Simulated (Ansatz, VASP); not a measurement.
One calculation of ZnBrF, two programs

```
CELL_PARAMETERS angstrom
4.34855 0.00000 0.00000
0.00000 4.34855 0.00000
0.00000 0.00000 5.79919
ATOMIC_POSITIONS crystal
Zn 0.50000 0.00000 0.80076
Zn 0.00000 0.50000 0.19924
Br 0.50000 0.50000 0.50000
Br 0.00000 0.00000 0.50000
F 0.00000 0.00000 0.00000
F 0.50000 0.50000 0.00000
```

Alike in both runs: functional PBE; k mesh 6 × 6 × 4; occupations gaussian, width 0.1 eV; no spin polarisation.

Ansatz relaxed the structure, and its values are those at the end. VASP's run is a single point on that final structure, the one shown.

|  | VASP | Ansatz |
| --- | --- | --- |
| version | VASP 6.6.1 | Ansatz 0.2.0 |
| potentials or method | VASP PAW PBE potentials, release 64 (Zn, Br, F), cutoff 520 eV | scalar-relativistic, plane waves, PAW |
| valence electrons in the cell | 52 | 52 |

```tsv
	VASP	Ansatz	Ansatz less VASP
gap on the k mesh at the Fermi level (eV)	none	none	-
pressure (GPa)	0.3	0.3	+0.03
```

A gap of «none» marks a metal or a gap that the smearing closes. The functional is the same, so the differences come from potentials, cutoffs and numerics.
